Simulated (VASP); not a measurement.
The system is Rh.

```xyz
1
Lattice="0.0000 1.7925 1.7925 1.7925 0.0000 1.7925 1.7925 1.7925 0.0000" Properties=species:S:1:pos:R:3 pbc="T T T"
Rh    0.0000    0.0000    0.0000
```

Base run:

- Program: VASP 6.6.1
- Functional: PBE
- Potentials or basis: VASP PAW PBE potentials, release 64 (Rh_pv)
- Cutoff: 520 eV
- k mesh: 22 × 22 × 22
- Occupations: gaussian, width 0.15 eV
- Spin: collinear spin, ferromagnetic start
- Starting moments: [0.375] μB
- Fixed moment: 0.375 μB

Its results: pressure 86.5 GPa; site moments Rh +0.37 μB.

Problem. The run is repeated on the same cell with these changes: fixed moment from 0.375 μB to 0.5 μB; moments at the start from [0.38] to [0.5]. What comes out?

Solution. Pressure 87.8 GPa; site moments Rh +0.49 μB.

Caveats: the cell stands under pressure; the total moment is fixed, so each spin has its own Fermi level.
